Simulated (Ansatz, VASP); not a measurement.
## One calculation of InSb3, two programs

The input INCAR:

```
SYSTEM = InSb3
ALGO     = Normal         ! electronic algorithm
EDIFF    = 1E-6           ! SCF threshold, eV
ENCUT    = 520            ! plane-wave cutoff, eV
GGA      = PE             ! functional
ISIF     = 2              ! what is computed and relaxed
ISMEAR   = 0              ! smearing method
LASPH    = .True.         ! aspherical terms in the spheres
LCHARG   = .False.        ! write CHGCAR
LREAL    = .False.        ! projectors in reciprocal space
LWAVE    = .False.        ! write WAVECAR
NBANDS   = 22             ! bands
NELM     = 60             ! most SCF steps
PREC     = Accurate       ! precision mode
SIGMA    = 0.15           ! smearing width, eV
```

Contents of KPOINTS:

```
k-points
0
Gamma
  8 8 8
  0 0 0
```

File POSCAR:

```
InSb3
1.0
    4.9582785820      0.1684851945      0.1684851945
    0.1684851945      4.9582785820      0.1684851945
    0.1684851945      0.1684851945      4.9582785820
In Sb
1 3
Direct
    0.0000000000      0.0000000000      0.0000000000
    0.5000000000      0.0000000000      0.5000000000
    0.0000000000      0.5000000000      0.5000000000
    0.5000000000      0.5000000000      0.0000000000
```

Input for Ansatz:

```yaml
crystal:
  lattice:
    - [4.958278582, 0.1684851945, 0.1684851945]
    - [0.1684851945, 4.958278582, 0.1684851945]
    - [0.1684851945, 0.1684851945, 4.958278582]
  atoms:
    - { symbol: In, position: [0.0, 0.0, 0.0] }
    - { symbol: Sb, position: [0.5, 0.0, 0.5] }
    - { symbol: Sb, position: [0.0, 0.5, 0.5] }
    - { symbol: Sb, position: [0.5, 0.5, 0.0] }
basis:
  ecutwfc: 420
kpoints:
  mp_grid: { grid: [8, 8, 8] }
hamiltonian:
  xc: pbe
  pseudopotentials: { kind: paw, azcp: { folder: soft_1 } }
scf:
  occupations: { method: gaussian, width: 0.15 }
output:
  forces: true
  stress: true
  eigenvalues: true
```

Change from the starting cell: equal engineering shear yz, xz and xy +0.0700, equal normal strain along x, y and z +0.0300.

Alike in both runs: task single point; functional PBE; k mesh 8 × 8 × 8; occupations gaussian, width 0.15 eV; no spin polarisation.

|  | VASP | Ansatz |
| --- | --- | --- |
| version | VASP 6.6.1 | Ansatz 0.2.0 |
| potentials or method | VASP PAW PBE potentials, release 64 (In_d, Sb), cutoff 520 eV | scalar-relativistic, plane waves, PAW |
| valence electrons in the cell | 28 | 58 |

VASP gave:

```
gap on the k mesh at the Fermi level (eV)                     : none
pressure (GPa)                                                : -3.2
traceless stress, the component that is largest in VASP (GPa) : -0.66
```

**Question.** Estimate Ansatz's values.

**Answer.** gap on the k mesh at the Fermi level (eV): none; pressure (GPa): -3.1; traceless stress, the component that is largest in VASP (GPa): -0.66.

A gap of «none» marks a metal or a gap that the smearing closes. VASP's potentials hold 28 valence electrons a cell and Ansatz's 58, so a difference there can come from the potentials and not from the codes.

Spin-orbit coupling is off throughout.
